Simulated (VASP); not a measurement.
Write the native input for VASP 6.6.1 that does the following.

```
Task                    : single point
Functional              : PBE
Potentials or basis     : VASP PAW PBE potentials, release 64 (Gd, N)
Cutoff                  : 520 eV
k mesh                  : 14 × 14 × 14
Occupations             : gaussian, width 0.1 eV
Spin                    : collinear spin, ferromagnetic start
Starting moments        : [7.55, 0.0] μB
Dipole correction       : no
k mesh for the DOS      : 21 × 21 × 21
Occupations for the DOS : tetrahedron
Further INCAR settings  : ALGO = Normal; EDIFF = 1e-06; NBANDS = 22
```

GdN:

```
Gd N
1.0
     0.00000    2.49193    2.49193
     2.49193    0.00000    2.49193
     2.49193    2.49193    0.00000
Gd N
1 1
Cartesian
  0.0000 0.0000 0.0000
  2.4919 2.4919 2.4919
```

The input as run:

POSCAR

```
GdN
1.0
    0.0000000000      2.4919282250      2.4919282250
    2.4919282250      0.0000000000      2.4919282250
    2.4919282250      2.4919282250      0.0000000000
Gd N
1 1
Direct
    0.0000000000      0.0000000000      0.0000000000
    0.5000000000      0.5000000000      0.5000000000
```

INCAR.step1

```
PREC = Accurate
ENCUT = 520
EDIFF = 1E-6
ISMEAR = 0
SIGMA = 0.1
LREAL = F
LASPH = T
NELM = 200
ALGO = Normal
ISIF = 2
LWAVE = F
LCHARG = T
ISPIN = 2
MAGMOM = 7.55 0
LMAXMIX = 6
GGA = PE
NBANDS = 22
GGA_COMPAT = F
NEDOS = 2001
LORBIT = 11
```

KPOINTS.step1

```
regular mesh
0
Gamma
  14 14 14
```

INCAR.step2

```
PREC = Accurate
ENCUT = 520
EDIFF = 1E-6
ISMEAR = -5
SIGMA = 0.1
LREAL = F
LASPH = T
NELM = 200
ALGO = Normal
ISIF = 2
LWAVE = F
LCHARG = F
ISPIN = 2
MAGMOM = 7.55 0
LORBIT = 11
LMAXMIX = 6
GGA = PE
NBANDS = 22
NEDOS = 1001
ICHARG = 11
GGA_COMPAT = F
```

KPOINTS.step2

```
regular mesh
0
Gamma
  21 21 21
```

Potentials or basis: VASP PAW PBE potentials, release 64 (Gd, N).

The run is started by

```bash
$ cat potpaw_PBE.64/Gd/POTCAR potpaw_PBE.64/N/POTCAR > POTCAR
$ cp INCAR.step1 INCAR
$ cp KPOINTS.step1 KPOINTS
$ mpirun -np 1 vasp_std > vasp.out
$ cp INCAR.step2 INCAR
$ cp KPOINTS.step2 KPOINTS
$ mpirun -np 1 vasp_std > vasp.out
```

It gave:

```
Net moment                                            : 7.00 μB per cell
Site moments                                          : Gd +6.80; N -0.09 μB
Valence electrons inside the program's atomic spheres : Gd 15.23; N 3.63
```

Caveat: a cell with one magnetic atom can't hold antiferromagnetic order, which such compounds often take.

It took 15 min on 1 thread of Oxide Virtual Turin-like Processor, on a shared host, peak memory 0.4 GiB.
